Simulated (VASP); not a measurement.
# Fe (Im-3m) in VASP: notebook, part 2 of 2

VASP 6.6.1. The steps go on from the part before.

## (4) Single point, PBE, collinear spin, ferromagnetic start

This run uses another cell than the first one: it holds 1 atom, not 2.

INCAR reads:

```
SYSTEM = Fe
PREC = Accurate ; ENCUT = 520
EDIFF = 1E-6 ; ISMEAR = 0
SIGMA = 0.05 ; LREAL = .False.
LASPH = .True. ; NELM = 150
ALGO = Normal ; ISIF = 2
LWAVE = .False. ; LCHARG = .False.
ISPIN = 2 ; MAGMOM = 2.41
LORBIT = 11 ; LMAXMIX = 4
GGA = PE ; NBANDS = 14
```

KPOINTS reads:

```
regular mesh
0
Gamma
  22 22 22
  0 0 0
```

POSCAR reads:

```
Fe
1.0
   -1.4155932729      1.4155932729      1.4155932729
    1.4155932729     -1.4155932729      1.4155932729
    1.4155932729      1.4155932729     -1.4155932729
Fe
1
Direct
    0.0000000000      0.0000000000      0.0000000000
```

Potentials or basis: VASP PAW PBE potentials, release 64 (Fe).

On the command line:

```
cat potpaw_PBE.64/Fe/POTCAR > POTCAR
mpirun -np 1 vasp_std > vasp.out
```

OUTCAR:

```text
SYSTEM = Fe
   PREC = Accurate
   ENCUT = 520
   EDIFF = 1E-6
   ISMEAR = 0
   LREAL = .False.
   LASPH = .True.
   NELM = 150
   ISIF = 2
   ISPIN = 2
   LORBIT = 11
   GGA = PE

 ion  position               nearest neighbor table
   1  0.000  0.000  0.000-

  LATTYP: Found a body centered cubic cell.
 ALAT       =     2.8311865458

  Lattice vectors:

 A1 = (  -1.4155932729,   1.4155932729,   1.4155932729)
 A2 = (   1.4155932729,  -1.4155932729,   1.4155932729)
 A3 = (   1.4155932729,   1.4155932729,  -1.4155932729)

Analysis of symmetry for initial positions (statically):
=====================================================================
 Subroutine PRICEL returns:
 Original cell was already a primitive cell.

 Routine SETGRP: Setting up the symmetry group for a
 body centered cubic supercell.

 Subroutine GETGRP returns: Found 48 space group operations
 (whereof 48 operations were pure point group operations)
 out of a pool of 48 trial point group operations.

The static configuration has the point symmetry O_h .

Analysis of symmetry for dynamics (positions and initial velocities):
=====================================================================
 Subroutine PRICEL returns:
 Original cell was already a primitive cell.

 Routine SETGRP: Setting up the symmetry group for a
 body centered cubic supercell.

 Subroutine GETGRP returns: Found 48 space group operations
 (whereof 48 operations were pure point group operations)
 out of a pool of 48 trial point group operations.

The dynamic configuration has the point symmetry O_h .

Analysis of structural, dynamic, and magnetic symmetry:
=====================================================================
 Subroutine PRICEL returns:
 Original cell was already a primitive cell.

 Routine SETGRP: Setting up the symmetry group for a
 body centered cubic supercell.

 Subroutine GETGRP returns: Found 48 space group operations
 (whereof 48 operations were pure point group operations)
 out of a pool of 48 trial point group operations.

The overall configuration has the point symmetry O_h .

 Subroutine INISYM returns: Found 48 space group operations
 (whereof 48 operations are pure point group operations),
 and found     1 'primitive' translations

----------------------------------------------------------------------------------------

                                     Primitive cell

  volume of cell :      11.3469

  direct lattice vectors                    reciprocal lattice vectors
    -1.415593273  1.415593273  1.415593273     0.000000000  0.353208799  0.353208799
     1.415593273 -1.415593273  1.415593273     0.353208799  0.000000000  0.353208799
     1.415593273  1.415593273 -1.415593273     0.353208799  0.353208799  0.000000000

  length of vectors
     2.451879472  2.451879472  2.451879472     0.499512674  0.499512674  0.499512674

  position of ions in fractional coordinates (direct lattice)
     0.000000000  0.000000000  0.000000000

  ion indices of the primitive-cell ions
   primitive index   ion index
                 1           1

----------------------------------------------------------------------------------------

 KPOINTS: regular mesh

Automatic generation of k-mesh.
 Grid dimensions read from file:
 generate k-points for:   22   22   22

[... 66 lines left out ...]
   NSW    =      0    number of steps for IOM
   IBRION =     -1    ionic relax: 0-MD 1-quasi-New 2-CG
   NFREE  =      0    steps in history (QN), initial steepest desc. (CG)
   ISIF   =      2    stress and relaxation
   ISYM   =      2    0-nonsym 1-usesym 2-fastsym
   POTIM  = 0.5000    time-step for ionic-motion
   TEBEG  =    0.0;   TEEND  =   0.0 temperature during run
   PSTRESS=    0.0 pullay stress
   NELECT =       8.0000    total number of electrons
   NUPDOWN=      -1.0000    fix difference up-down
   EMIN   =  10.00;   EMAX   =-10.00  energy-range for DOS
   EFERMI =   0.00;   METHOD = LEGACY
   ISMEAR =     0;   SIGMA  =   0.05  broadening in eV -4-tet -1-fermi 0-gaus
   EFERMI_NEDOS =   21; number of points for ismear=-14 and -15
   IALGO  =     38    algorithm
   IMIX   =      4    mixing-type and parameters
     AMIX     =   0.40;   BMIX     =  1.00
     AMIX_MAG =   1.60;   BMIX_MAG =  1.00
  volume/ion in A,a.u.               =      11.35        76.57
  Fermi-wavevector in a.u.,A,eV,Ry     =   1.457068  2.753458 28.885791  2.123046
  Thomas-Fermi vector in A             =   2.573912
   LORBIT       =     11    0 simple, 1 ext, 2 COOP (PROOUT), +10 PAW based schemes
   GGA     = PE    functional components
   LHFCALC =     F    Hartree Fock is set to
   AEXX    =    0.0000 exact exchange contribution
   IVDW    =     0    specifies the selected vdW correction
   LEPSILON=     F    determine dielectric tensor
   LRPA    =     F    only Hartree local field effects (RPA)
 spin polarized calculation
 Gauss-broadening in eV      SIGMA  =   0.05
  energy-cutoff  :      520.00
  volume of cell :       11.35
 maximum number of plane-waves:       321
   NGX =  9   NGY =  9   NGZ =  9

 number of electron       8.0000009 magnetization       2.1765231

 Free energy of the ion-electron system (eV)
  ---------------------------------------------------
  ext. energy  EPLUGINS =         0.00000000
  ---------------------------------------------------
  free energy    TOTEN  =        -8.24327916 eV

  energy without entropy =       -8.24220827  energy(sigma->0) =       -8.24274372

 E-fermi :   5.8198     XC(G=0): -13.1247

 val. band max:        5.8187079479   @ k =  -0.1364   0.1364   0.0909
 cond. band min:       5.8219376785   @ k =  -0.4545   0.5000   0.4091
 fundamental gap:      0.0032297307
 Fermi energy:         5.8198301924

 spin component 1

 k-point     1 :       0.0000    0.0000    0.0000
  band No.  band energies     occupation
      1      -2.6060      1.00000
      2       3.5360      1.00000
      3       3.5360      1.00000
      4       3.5360      1.00000
      5       4.7410      1.00000
      6       4.7410      1.00000
      7      30.8671      0.00000
      8      30.8671      0.00000
      9      30.8671      0.00000
     10      35.9558      0.00000
     11      35.9558      0.00000
     12      38.2714      0.00000
     13      38.2714      0.00000
     14      38.2714      0.00000
[... 379 lines left out ...]
      3       3.3065      1.00000
      4       4.4124      1.00000
      5       4.4863      1.00000
      6       4.8279      1.00000
      7      24.8800      0.00000
      8      26.5840      0.00000
      9      30.5470      0.00000
     10      31.2325      0.00000
     11      34.8471      0.00000
     12      36.2192      0.00000
     13      40.1771      0.00000
     14      40.3346      0.00000

 [... further k-points ...]

 spin component 2

 k-point     1 :       0.0000    0.0000    0.0000
  band No.  band energies     occupation
      1      -2.4352      1.00000
      2       5.4228      1.00000
      3       5.4229      1.00000
      4       5.4229      1.00000
      5       7.4878      0.00000
      6       7.4880      0.00000
      7      30.6226      0.00000
      8      30.6226      0.00000
      9      30.6226      0.00000
     10      36.1637      0.00000
     11      36.1637      0.00000
     12      38.9202      0.00000
     13      38.9202      0.00000
     14      38.9202      0.00000
[... 379 lines left out ...]
      3       5.1391      1.00000
      4       6.3632      0.00000
      5       7.1006      0.00000
      6       7.5811      0.00000
      7      25.2853      0.00000
      8      26.9073      0.00000
      9      31.0064      0.00000
     10      31.4475      0.00000
     11      35.1762      0.00000
     12      36.7907      0.00000
     13      40.5744      0.00000
     14      40.7205      0.00000

 [... further k-points ...]
[... 5 lines left out ...]
  --------------------------------------------------------------------------------------
  -------------------------------------------------------------------------------------
  Total       -0.0400308     -0.0400308     -0.0400308      0.0000000     -0.0000000      0.0000000
  in kB       -5.6523479     -5.6523479     -5.6523479      0.0000000     -0.0000000      0.0000000
  external PRESSURE =      -5.6523479 kB  Pullay stress =       0.0000000 kB

 VOLUME and BASIS-vectors are now :
 -----------------------------------------------------------------------------
  energy-cutoff  :      520.00
  volume of cell :       11.35
      direct lattice vectors                 reciprocal lattice vectors
    -1.415593273  1.415593273  1.415593273     0.000000000  0.353208799  0.353208799
     1.415593273 -1.415593273  1.415593273     0.353208799  0.000000000  0.353208799
     1.415593273  1.415593273 -1.415593273     0.353208799  0.353208799  0.000000000

 POSITION                                       TOTAL-FORCE (eV/Angst)
 -----------------------------------------------------------------------------------
      0.00000      0.00000      0.00000        -0.000000     -0.000000     -0.000000
 -----------------------------------------------------------------------------------
    total drift:                                0.000000      0.000000      0.000000

  FREE ENERGIE OF THE ION-ELECTRON SYSTEM (eV)
  ---------------------------------------------------
  free  energy   TOTEN  =        -8.2432791643 eV

  energy  without entropy=       -8.2422082705  energy(sigma->0) =       -8.24274372

 total charge

# of ion       s       p       d       tot
------------------------------------------
    1        0.488   0.542   6.240   7.270

 magnetization (x)

# of ion       s       p       d       tot
------------------------------------------
    1       -0.013  -0.054   2.239   2.173
```

It took 32 s on 1 thread of Intel Xeon 6975P-C (Granite Rapids), shared host; peak memory 0.19 GiB.

What came out:

```
Free energy                                           : -8.2433 eV
Pressure                                              : -0.6 GPa
Net moment                                            : 2.18 μB per cell
Site moments                                          : Fe +2.17 μB
Valence electrons inside the program's atomic spheres : Fe 7.27
```

## (5) Summary

| spin | cell | k mesh | gap on the mesh (eV) | pressure (GPa) | moment (μB) |
| --- | --- | --- | --- | --- | --- |
| collinear, antiferromagnetic start | a = 2.831 Å, 2 atoms | 12 × 12 × 12 | none | -6.4 | 0.00 |
| collinear, ferromagnetic start | a = 2.419 Å, angles 109.5°, 1 atom | 22 × 22 × 22 | none | 9.0 | 2.14 |
| collinear, ferromagnetic start | a = 2.452 Å, angles 109.5°, 1 atom | 22 × 22 × 22 | none | -0.6 | 2.18 |

Alike in all rows: task single point; level PBE; potentials or basis VASP PAW PBE potentials, release 64 (Fe); cutoff (eV) 520; smearing gaussian 0.05 eV.

Total energies depend on the potentials used, so only differences within one code and one set of settings carry meaning.
